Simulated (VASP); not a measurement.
Input of a VASP 6.6.1 run:

INCAR

```
  ALGO = Normal
  EDIFF = 1E-6
  ENCUT = 520
  ISIF = 2
  ISMEAR = -1
  LASPH = True
  LCHARG = False
  LREAL = False
  LWAVE = False
  NBANDS = 28
  NELM = 80
  PREC = Accurate
  SIGMA = 0.1
```

KPOINTS

```
k-points
0
Gamma
  9 9 12
```

POSCAR

```
Mo
1.0
    0.0000000000      3.1117341700     -3.1117341700
   -3.1117341700      0.0000000000      3.1117341700
    1.5558670850      1.5558670850      1.5558670850
Mo
3
Direct
    0.0000000000      0.0000000000      0.0000000000
    0.3333333330      0.6666666670      0.3333333330
    0.6666666670      0.3333333330      0.6666666670
```

Potentials or basis: VASP PAW LDA potentials, release 64 (Mo_sv).

Launch:

```sh
$ cat potpaw_LDA.64/Mo_sv/POTCAR > POTCAR
$ mpirun -np 1 vasp_std > vasp.out
```

(1) Predict the band gap on the k mesh.

(2) What does it give for the pressure?

Answers

(1) zero (bands 21 and 22 overlap by 3.57 eV).

(2) 1.0 GPa.
